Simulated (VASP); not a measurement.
Wanted: the native input for a VASP 6.6.1 run.

```
Task                   : single point
Functional             : LDA
Potentials or basis    : VASP PAW LDA potentials, release 64 (Ga_d)
Cutoff                 : 520 eV
k mesh                 : 8 × 8 × 7
Occupations            : gaussian, width 0.03 eV
Spin                   : no spin polarisation
Dipole correction      : no
Further INCAR settings : ALGO = Normal; EDIFF = 1e-07; NBANDS = 34
```

The structure of Ga lies in POSCAR:

```
Ga
1.0
    2.2178908173     -3.7419137528      0.0000000000
    2.2178908173      3.7419137528      0.0000000000
    0.0000000000      0.0000000000      4.4249628129
Ga
4
Direct
    0.8443628362      0.1556371638      0.0859373133
    0.6556371638      0.3443628362      0.5859373133
    0.1556371638      0.8443628362      0.9140626867
    0.3443628362      0.6556371638      0.4140626867
```

The input as run:

INCAR

```
PREC = Accurate
ENCUT = 520
EDIFF = 1E-7
ISMEAR = 0
SIGMA = 0.03
LREAL = F
LASPH = T
NELM = 100
ALGO = Normal
ISIF = 2
LWAVE = F
LCHARG = T
GGA = CA
LELF = T
LVHAR = T
NBANDS = 34
```

KPOINTS

```
regular mesh
0
Gamma
  8 8 7
```

Potentials or basis: VASP PAW LDA potentials, release 64 (Ga_d).

The run is started by

```console
$ cat potpaw_LDA.64/Ga_d/POTCAR > POTCAR
$ mpirun -np 1 vasp_std > vasp.out
```

Results of the run:

```json
{
  "Pressure": "0.2 GPa",
  "Largest force": "0.019 eV/Å",
  "Band gap on the k mesh": "zero (band 26 reaches 5.63 eV, above the bottom of band 27 at 4.58 eV)"
}
```

It took 76 s on 1 thread of Intel(R) Xeon(R) 6975P-C (Granite Rapids) (shared host), peak memory 0.25 GiB.
